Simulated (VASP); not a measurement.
# In2Sb (P6_3/mmc) in VASP: further runs

The runs below take In2Sb through single point, relaxation of cell and atoms, with PBEsol.

Everything below comes from runs of VASP 6.6.1. Logs are shortened: lines on timing, memory, paths and dates and some standing lists are left out, and cuts for length are marked.

## Step 1: The cell of the first run

The structure is hexagonal, space group P6_3/mmc (No. 194). The conventional cell has a = 5.331 Å, b = 5.331 Å, c = 6.395 Å, α = 90.00°, β = 90.00°, γ = 120.00°. Within 4.2 Å of In (site symmetry -3m) lie 8 In at 3.20 to 3.47 Å and 6 Sb at 3.47 Å. Within 4.1 Å of In (site symmetry -6m2) lie 5 Sb at 3.08 to 3.20 Å and 6 In at 3.47 Å. Within 4.1 Å of Sb (site symmetry -6m2) lie 11 In at 3.08 to 3.47 Å.

## Step 2: Single point, PBEsol

INCAR reads:

```
SYSTEM = In2Sb
PREC = Accurate
ENCUT = 500
EDIFF = 1E-6
ISMEAR = 0
SIGMA = 0.1
LREAL = .False.
LASPH = .True.
NELM = 120
ALGO = Normal
ISIF = 2
LWAVE = .False.
LCHARG = .False.
GGA = PS
NBANDS = 40
GGA_COMPAT = .False.
```

KPOINTS reads:

```
Automatic mesh
0
Gamma
  12 12 6
  0 0 0
```

POSCAR reads:

```
In2Sb
1.0
    5.3313977361      0.0000000000      0.0000000000
   -2.6656988681      4.6171258771      0.0000000000
    0.0000000000      0.0000000000      6.3947507320
In Sb
4 2
Direct
    0.0000000000      0.0000000000      0.0000000000
    0.0000000000      0.0000000000      0.5000000000
    0.3333333333      0.6666666667      0.7500000000
    0.6666666667      0.3333333333      0.2500000000
    0.3333333333      0.6666666667      0.2500000000
    0.6666666667      0.3333333333      0.7500000000
```

Potentials or basis: VASP PAW PBE potentials, release 64 (In_d, Sb).

Command:

```console
$ cat potpaw_PBE.64/In_d/POTCAR potpaw_PBE.64/Sb/POTCAR > POTCAR
$ mpirun -np 1 vasp_std > vasp.out
```

OUTCAR:

```text
SYSTEM = In2Sb
   PREC = Accurate
   ENCUT = 500
   EDIFF = 1E-6
   ISMEAR = 0
   LREAL = .False.
   LASPH = .True.
   NELM = 120
   ISIF = 2
   GGA = PS

 ion  position               nearest neighbor table
   1  0.000  0.000  0.000-   2 3.20   2 3.20   4 3.47   5 3.47   6 3.47   3 3.47   3 3.47   5 3.47
                             4 3.47   6 3.47   4 3.47   6 3.47   3 3.47   5 3.47
   2  0.000  0.000  0.500-   1 3.20   1 3.20   4 3.47   5 3.47   6 3.47   3 3.47   3 3.47   5 3.47
                             4 3.47   6 3.47   4 3.47   6 3.47   3 3.47   5 3.47
   3  0.333  0.667  0.750-   6 3.08   6 3.08   6 3.08   5 3.20   5 3.20   1 3.47   2 3.47   2 3.47
                             1 3.47   2 3.47   1 3.47
   4  0.667  0.333  0.250-   5 3.08   5 3.08   5 3.08   6 3.20   6 3.20   1 3.47   2 3.47   1 3.47
                             2 3.47   1 3.47   2 3.47
   5  0.333  0.667  0.250-   4 3.08   4 3.08   4 3.08   3 3.20   3 3.20   1 3.47   2 3.47   2 3.47
                             1 3.47   2 3.47   1 3.47
   6  0.667  0.333  0.750-   3 3.08   3 3.08   3 3.08   4 3.20   4 3.20   1 3.47   2 3.47   1 3.47
                             2 3.47   1 3.47   2 3.47

  LATTYP: Found a hexagonal cell.
 ALAT       =     5.3313977361
 C/A-ratio  =     1.1994510724

  Lattice vectors:

 A1 = (   5.3313977361,   0.0000000000,   0.0000000000)
 A2 = (  -2.6656988681,   4.6171258771,   0.0000000000)
 A3 = (   0.0000000000,   0.0000000000,   6.3947507320)

Analysis of symmetry for initial positions (statically):
=====================================================================
 Subroutine PRICEL returns:
 Original cell was already a primitive cell.

 Routine SETGRP: Setting up the symmetry group for a
 hexagonal supercell.

 Subroutine GETGRP returns: Found 24 space group operations
 (whereof 12 operations were pure point group operations)
 out of a pool of 24 trial point group operations.

The static configuration has the point symmetry D_3d.
 The point group associated with its full space group is D_6h.

Analysis of symmetry for dynamics (positions and initial velocities):
=====================================================================
 Subroutine PRICEL returns:
 Original cell was already a primitive cell.

 Routine SETGRP: Setting up the symmetry group for a
 hexagonal supercell.

 Subroutine GETGRP returns: Found 24 space group operations
 (whereof 12 operations were pure point group operations)
 out of a pool of 24 trial point group operations.

The dynamic configuration has the point symmetry D_3d.
 The point group associated with its full space group is D_6h.

 Subroutine INISYM returns: Found 24 space group operations
 (whereof 12 operations are pure point group operations),
 and found     1 'primitive' translations

----------------------------------------------------------------------------------------

                                     Primitive cell

  volume of cell :     157.4115

  direct lattice vectors                    reciprocal lattice vectors
     5.331397736  0.000000000  0.000000000     0.187568073  0.108292477  0.000000000
    -2.665698868  4.617125877  0.000000000     0.000000000  0.216584955  0.000000000
     0.000000000  0.000000000  6.394750732     0.000000000  0.000000000  0.156378261

  length of vectors
     5.331397736  5.331397736  6.394750732     0.216584955  0.216584955  0.156378261

  position of ions in fractional coordinates (direct lattice)
     0.000000000  0.000000000  0.000000000
     0.000000000  0.000000000  0.500000000
     0.333333333  0.666666667  0.750000000
     0.666666667  0.333333333  0.250000000
     0.333333333  0.666666667  0.250000000
     0.666666667  0.333333333  0.750000000

  ion indices of the primitive-cell ions
   primitive index   ion index
                 1           1
                 2           2
                 3           3
                 4           4
                 5           5
                 6           6

----------------------------------------------------------------------------------------

 KPOINTS: Automatic mesh

Automatic generation of k-mesh.
 Grid dimensions read from file:
 generate k-points for:   12   12    6

 Generating k-lattice:

  Cartesian coordinates                     Fractional coordinates (reciprocal lattice)
     0.015630673  0.009024373  0.000000000     0.083333333  0.000000000  0.000000000
     0.000000000  0.018048746  0.000000000     0.000000000  0.083333333  0.000000000
     0.000000000  0.000000000  0.026063044     0.000000000  0.000000000  0.166666667

  Length of vectors
     0.018048746  0.018048746  0.026063044

  Shift w.r.t. Gamma in fractional coordinates (k-lattice)
     0.000000000  0.000000000  0.000000000

 Subroutine IBZKPT returns following result:
 ===========================================

 Found     76 irreducible k-points:

 Following reciprocal coordinates:
            Coordinates               Weight
  0.000000  0.000000  0.000000      1.000000
  0.083333  0.000000  0.000000      6.000000
  0.166667  0.000000  0.000000      6.000000
  0.250000  0.000000  0.000000      6.000000
  0.333333  0.000000  0.000000      6.000000
  0.416667  0.000000  0.000000      6.000000
[... 16 lines left out ...]
  0.250000  0.000000  0.166667     12.000000
  0.333333  0.000000  0.166667     12.000000
 [... further k-points ...]
   k-points           NKPTS =     76   k-points in BZ     NKDIM =     76   number of bands    NBANDS=     40
   number of dos      NEDOS =    301   number of ions     NIONS =      6
   total plane-waves  NPLWV =  76800
   dimension x,y,z NGX =    40 NGY =   40 NGZ =   48
   dimension x,y,z NGXF=    80 NGYF=   80 NGZF=   96
   ions per type =               4   2
   NGX,Y,Z   is equivalent  to a cutoff of  12.47, 12.47, 12.48 a.u.
   NGXF,Y,Z  is equivalent  to a cutoff of  24.95, 24.95, 24.96 a.u.
 SYSTEM =  In2Sb
   PREC   = accura    normal or accurate (medium, high low for compatibility)
   ISTART =      0    job   : 0-new  1-cont  2-samecut
   ICHARG =      2    charge: 1-file 2-atom 10-const
   ISPIN  =      1    spin polarized calculation?
   LNONCOLLINEAR =      F non collinear calculations
   LSORBIT =      F    spin-orbit coupling
   LASPH  =      T    aspherical Exc in radial PAW
   ENCUT  =  500.0 eV  36.75 Ry    6.06 a.u.   9.72  9.72 11.66*2*pi/ulx,y,z
   NELM   =    120;   NELMIN=  2; NELMDL= -5     # of ELM steps
   EDIFF  = 0.1E-05   stopping-criterion for ELM
   LREAL  =      F    real-space projection
   EDIFFG = 0.1E-04   stopping-criterion for IOM
   NSW    =      0    number of steps for IOM
   IBRION =     -1    ionic relax: 0-MD 1-quasi-New 2-CG
   NFREE  =      0    steps in history (QN), initial steepest desc. (CG)
   ISIF   =      2    stress and relaxation
   ISYM   =      2    0-nonsym 1-usesym 2-fastsym
   POTIM  = 0.5000    time-step for ionic-motion
   TEBEG  =    0.0;   TEEND  =   0.0 temperature during run
   PSTRESS=    0.0 pullay stress
   NELECT =      62.0000    total number of electrons
   NUPDOWN=      -1.0000    fix difference up-down
   EMIN   =  10.00;   EMAX   =-10.00  energy-range for DOS
   EFERMI =   0.00;   METHOD = LEGACY
   ISMEAR =     0;   SIGMA  =   0.10  broadening in eV -4-tet -1-fermi 0-gaus
   EFERMI_NEDOS =   21; number of points for ismear=-14 and -15
   IALGO  =     38    algorithm
   IMIX   =      4    mixing-type and parameters
     AMIX     =   0.40;   BMIX     =  1.00
     AMIX_MAG =   1.60;   BMIX_MAG =  1.00
  volume/ion in A,a.u.               =      26.24       177.04
  Fermi-wavevector in a.u.,A,eV,Ry     =   1.200033  2.267734 19.593473  1.440080
  Thomas-Fermi vector in A             =   2.335880
   LORBIT       =      0    0 simple, 1 ext, 2 COOP (PROOUT), +10 PAW based schemes
   GGA     = PS    functional components
   LHFCALC =     F    Hartree Fock is set to
   AEXX    =    0.0000 exact exchange contribution
   IVDW    =     0    specifies the selected vdW correction
   LEPSILON=     F    determine dielectric tensor
   LRPA    =     F    only Hartree local field effects (RPA)
 non-spin polarized calculation
 Gauss-broadening in eV      SIGMA  =   0.10
  energy-cutoff  :      500.00
  volume of cell :      157.41
 maximum number of plane-waves:      4019
 NGX is ok and might be reduce to    40
   NGX = 19   NGY = 19   NGZ = 23

 number of electron      62.0000014 magnetization

 Free energy of the ion-electron system (eV)
  ---------------------------------------------------
  ext. energy  EPLUGINS =         0.00000000
  ---------------------------------------------------
  free energy    TOTEN  =       -21.10226788 eV

  energy without entropy =      -21.08887185  energy(sigma->0) =      -21.09556986

 E-fermi :   7.7269     XC(G=0): -10.3928

 val. band max:        7.7102224387   @ k =   0.0833   0.0833   0.1667
 cond. band min:       7.7375659332   @ k =   0.1667   0.0000   0.0000
 fundamental gap:      0.0273434945
 Fermi energy:         7.7269141755

 k-point     1 :       0.0000    0.0000    0.0000
  band No.  band energies     occupation
      1      -6.9745      2.00000
      2      -6.9315      2.00000
      3      -6.9315      2.00000
      4      -6.8641      2.00000
      5      -6.8641      2.00000
      6      -6.8274      2.00000
[... 32 lines left out ...]
     39      10.2621      0.00000
     40      12.0505      0.00000

 k-point     2 :       0.0833    0.0000    0.0000
  band No.  band energies     occupation
      1      -6.9738      2.00000
      2      -6.9339      2.00000
      3      -6.9287      2.00000
      4      -6.8615      2.00000
      5      -6.8591      2.00000
      6      -6.8209      2.00000
[... 935 lines left out ...]
     39      11.5214      0.00000
     40      12.8292      0.00000

 k-point    24 :       0.3333    0.0000    0.1667
  band No.  band energies     occupation
      1      -6.9429      2.00000
      2      -6.9171      2.00000
      3      -6.8956      2.00000
      4      -6.8456      2.00000
      5      -6.8318      2.00000
      6      -6.8035      2.00000
[... 32 lines left out ...]
     39      12.2640      0.00000
     40      12.7180      0.00000

 [... further k-points ...]

------------------------ aborting loop because EDIFF is reached ----------------------------------------

  FORCE on cell =-STRESS in cart. coord.  units (eV):
  Direction    XX          YY          ZZ          XY          YZ          ZX
  --------------------------------------------------------------------------------------
  -------------------------------------------------------------------------------------
  Total        0.0172015      0.0172015     -0.0489797     -0.0000000      0.0000000      0.0000000
  in kB        0.1750812      0.1750812     -0.4985292     -0.0000000      0.0000000      0.0000000
  external PRESSURE =      -0.0494556 kB  Pullay stress =       0.0000000 kB

 VOLUME and BASIS-vectors are now :
 -----------------------------------------------------------------------------
  energy-cutoff  :      500.00
  volume of cell :      157.41
      direct lattice vectors                 reciprocal lattice vectors
     5.331397736  0.000000000  0.000000000     0.187568073  0.108292477  0.000000000
    -2.665698868  4.617125877  0.000000000     0.000000000  0.216584955  0.000000000
     0.000000000  0.000000000  6.394750732     0.000000000  0.000000000  0.156378261

 POSITION                                       TOTAL-FORCE (eV/Angst)
 -----------------------------------------------------------------------------------
      0.00000      0.00000      0.00000        -0.000000      0.000000      0.000000
      0.00000      0.00000      3.19738        -0.000000      0.000000      0.000000
     -0.00000      3.07808      4.79606         0.000000     -0.000000      0.000000
      2.66570      1.53904      1.59869        -0.000000      0.000000      0.000000
     -0.00000      3.07808      1.59869         0.000000      0.000000      0.000000
      2.66570      1.53904      4.79606        -0.000000     -0.000000      0.000000
 -----------------------------------------------------------------------------------
    total drift:                               -0.000000      0.000000      0.000000

  FREE ENERGIE OF THE ION-ELECTRON SYSTEM (eV)
  ---------------------------------------------------
  free  energy   TOTEN  =       -21.1022678842 eV

  energy  without entropy=      -21.0888718451  energy(sigma->0) =      -21.09556986
```

Wall time 3.5 min (1 thread of AMD EPYC 9R45 (Zen 5), shared host); peak memory 0.46 GiB.

What came out:

* Free energy: -21.1023 eV
* Pressure: 0.0 GPa
* Band gap on the k mesh: zero (bands 31 and 32 overlap by 2.30 eV)

Caveat: the PAW data sets were made with another functional, which shifts forces and pressure a little; spin-orbit coupling is left out, which moves the levels of the heavy elements.

## Step 3: Relaxation of cell and atoms, PBEsol

This run uses another cell than the first one, of 26.76 Å³/atom.

INCAR reads:

```
SYSTEM = In2Sb
PREC = Accurate
ENCUT = 500
EDIFF = 1E-7
ISMEAR = 0
SIGMA = 0.1
LREAL = .False.
LASPH = .True.
NELM = 120
ALGO = Normal
ISIF = 3
LWAVE = .False.
LCHARG = .False.
GGA = PS
IBRION = 2
NSW = 80
EDIFFG = -0.01
GGA_COMPAT = .False.
NELMIN = 4
```

KPOINTS is that of step 2.

POSCAR: that of step 2 with these lines changed.

```diff
@@ -2,5 +2,5 @@
 1.0
-    5.3313977361      0.0000000000      0.0000000000
-   -2.6656988681      4.6171258771      0.0000000000
-    0.0000000000      0.0000000000      6.3947507320
+    5.3569892485      0.0000000000      0.0000000000
+   -2.6784946243      4.6392887770      0.0000000000
+    0.0000000000      0.0000000000      6.4615955480
 In Sb
```

Potentials or basis: VASP PAW PBE potentials, release 64 (In_d, Sb).

Command:

```console
$ cat potpaw_PBE.64/In_d/POTCAR potpaw_PBE.64/Sb/POTCAR > POTCAR
$ mpirun -np 1 vasp_std > vasp.out
```

Run time: 14 min. Hardware: 1 thread of AMD EPYC 9R45 (Zen 5), shared host; peak memory 0.48 GiB.

Results (log left out):

```
Free energy                           : -21.1033 eV
Relaxed volume                        : 26.23 Å³/atom
Relaxed cell                          : a = 5.333 Å, b = 5.333 Å, c = 6.389 Å, α = 90.00°, β = 90.00°, γ = 120.00°
Space group after relaxing (to 0.1 Å) : P6_3/mmc (No. 194)
Energy gained by relaxing             : 1.6 meV/atom
Ionic steps                           : 5
Pressure after relaxing               : 0.0 GPa
Band gap on the k mesh                : zero (bands 31 and 32 overlap by 2.30 eV)
```

The path:
| step | energy change (eV) | largest force (eV/Å) | pressure (GPa) | volume (Å³) |
| --- | --- | --- | --- | --- |
| 1 | 0.0000 | 0.0000 | -0.90 | 160.59 |
| 2 | -0.0093 | 0.0000 | 0.10 | 157.13 |
| 3 | -0.0094 | 0.0000 | 0.02 | 157.38 |
| 4 | -0.0097 | 0.0000 | 0.02 | 157.38 |
| 5 | -0.0098 | 0.0000 | 0.01 | 157.39 |

Final structure:
```cif
data_structure
_symmetry_space_group_name_H-M 'P 1'
_symmetry_Int_Tables_number 1
_cell_length_a 5.3334
_cell_length_b 5.3334
_cell_length_c 6.3891
_cell_angle_alpha 90.000
_cell_angle_beta 90.000
_cell_angle_gamma 120.000
_cell_volume 157.39
loop_
_atom_site_label
_atom_site_type_symbol
_atom_site_fract_x
_atom_site_fract_y
_atom_site_fract_z
_atom_site_occupancy
In1 In 0.00000 0.00000 0.00000 1
In2 In 0.00000 0.00000 0.50000 1
In3 In 0.33333 0.66667 0.75000 1
In4 In 0.66667 0.33333 0.25000 1
Sb1 Sb 0.33333 0.66667 0.25000 1
Sb2 Sb 0.66667 0.33333 0.75000 1
```

Levels at points of the mesh, in eV from the Fermi level:
```
           k point  band 29  band 30  band 31  band 32  band 33  band 34
(0.00, 0.00, 0.00)    -1.98    -1.28    -0.74    -0.27    -0.27     0.27
(0.50, 0.00, 0.00)    -1.61    -1.56    -1.25     1.37     1.61     2.22
(0.00, 0.00, 0.50)    -1.99    -1.99    -0.87    -0.87    -0.41    -0.41
(0.50, 0.00, 0.50)    -0.29    -0.29     0.81     0.81     2.72     2.72
```

Caveat: the PAW data sets were made with another functional, which shifts forces and pressure a little; spin-orbit coupling is left out, which moves the levels of the heavy elements.

The gap in the log of VASP goes by the Fermi energy; the results here count the filled bands.